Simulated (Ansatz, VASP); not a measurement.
Two plane-wave programs on CuSi16

```
CELL_PARAMETERS angstrom
0.00000 5.43000 5.43000
5.43000 0.00000 5.43000
5.43000 5.43000 0.00000
ATOMIC_POSITIONS crystal
Si 0.98912 0.98983 0.03099
Si 0.12572 0.12642 0.13134
Si 0.00659 0.00736 0.50360
Si 0.11290 0.11360 0.65968
Si 0.00743 0.49937 0.99359
Si 0.12572 0.61630 0.13134
Si 0.00658 0.48224 0.50360
Si 0.14113 0.61861 0.62140
Si 0.49867 0.00814 0.99359
Si 0.61560 0.12642 0.13133
Si 0.48155 0.00730 0.50360
Si 0.61789 0.14183 0.62139
Si 0.49867 0.49938 0.99358
Si 0.63419 0.63490 0.09579
Si 0.51049 0.51120 0.46688
Si 0.61790 0.61866 0.62139
Cu 0.81520 0.81581 0.55299
```

Alike in both runs: functional PBE; k mesh 2 × 2 × 2; occupations gaussian, width 0.05 eV; collinear spin.

Ansatz relaxed the structure, and its values are those at the end. VASP's run is a single point on that final structure, the one shown.

|  | VASP | Ansatz |
| --- | --- | --- |
| version | VASP 6.6.1 | Ansatz 0.2.0 |
| potentials or method | VASP PAW PBE potentials, release 64 (Si, Cu), cutoff 520 eV | scalar-relativistic, plane waves, PAW |
| valence electrons in the cell | 75 | 83 |

Ansatz gave:

```
rms of the force components (eV/Å) : 0.001
net moment per atom (μB)           : 0.00
```

Question: Estimate VASP's values.

Answer: rms of the force components (eV/Å): 0.006; net moment per atom (μB): 0.00.

VASP's potentials hold 75 valence electrons a cell and Ansatz's 83, so a difference there can come from the potentials and not from the codes. Ansatz's warnings: seeded moment not kept.

The k mesh is coarse, so the values compare programs but aren't converged.
